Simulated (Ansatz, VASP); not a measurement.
**Two plane-wave programs on SnO2**

INCAR

```
SYSTEM = SnO2
ALGO     = Normal         ! electronic algorithm
EDIFF    = 1E-6           ! SCF threshold, eV
ENCUT    = 520            ! plane-wave cutoff, eV
GGA      = PE             ! functional
ISIF     = 2              ! what is computed and relaxed
ISMEAR   = 0              ! smearing method
LASPH    = .TRUE.         ! aspherical terms in the spheres
LCHARG   = .FALSE.        ! write CHGCAR
LREAL    = .FALSE.        ! projectors in reciprocal space
LWAVE    = .FALSE.        ! write WAVECAR
NBANDS   = 35             ! bands
NELM     = 100            ! most SCF steps
PREC     = Accurate       ! precision mode
SIGMA    = 0.05           ! smearing width, eV
```

File KPOINTS:

```
k-points
0
G
  6 6 8
  0 0 0
```

POSCAR

```
SnO2
1.0
    4.8277049961      0.0000000000      0.0000000000
    0.0000000000      4.8277049961      0.0000000000
    0.0000000000      0.0000000000      3.2379909406
Sn O
2 4
Direct
   -0.0207137760      0.0000000000     -0.0308833477
    0.5000000000      0.5000000000      0.5000000000
    0.3066050863      0.3066050863      0.0000000000
    0.1933949137      0.8066050863      0.5000000000
    0.6933949137      0.6933949137      0.0000000000
    0.8066050863      0.1933949137      0.5000000000
```

Input for Ansatz:

```yaml
crystal:
  lattice:
    - [4.8277049961, 0.0, 0.0]
    - [0.0, 4.8277049961, 0.0]
    - [0.0, 0.0, 3.2379909406]
  atoms:
    - { symbol: Sn, position: [-0.020713776, 0.0, -0.0308833477] }
    - { symbol: Sn, position: [0.5, 0.5, 0.5] }
    - { symbol: O, position: [0.3066050863, 0.3066050863, 0.0] }
    - { symbol: O, position: [0.1933949137, 0.8066050863, 0.5] }
    - { symbol: O, position: [0.6933949137, 0.6933949137, 0.0] }
    - { symbol: O, position: [0.8066050863, 0.1933949137, 0.5] }
basis:
  ecutwfc: 420
kpoints:
  mp_grid: { grid: [6, 6, 8] }
hamiltonian:
  xc: pbe
scf:
  occupations: { method: gaussian, width: 0.05 }
output:
  forces: true
  stress: true
  eigenvalues: true
```

Alike in both runs: task single point; functional PBE; k mesh 6 × 6 × 8; occupations gaussian, width 0.05 eV; no spin polarisation.

|  | VASP | Ansatz |
| --- | --- | --- |
| version | VASP 6.6.1 | Ansatz 0.2.0 |
| potentials or method | VASP PAW PBE potentials, release 64 (Sn_d, O), cutoff 520 eV | scalar-relativistic, plane waves, PAW |
| valence electrons in the cell | 52 | 52 |

|  | VASP | Ansatz | Ansatz less VASP |
| --- | --- | --- | --- |
| gap on the k mesh at the Fermi level (eV) | 0.58 | 0.59 | +0.014 |
| least direct gap on the mesh (eV) | 0.58 | 0.59 | +0.014 |
| pressure (GPa) | 1.8 | 1.3 | -0.56 |
| traceless stress, the component that is largest in VASP (GPa) | -1.36 | -1.36 | +0.001 |
| rms of the force components (eV/Å) | 0.810 | 0.796 | -0.0143 |

Atom by atom the forces differ by 0.018 eV/Å (rms over components). The functional is the same, so the differences come from potentials, cutoffs and numerics.
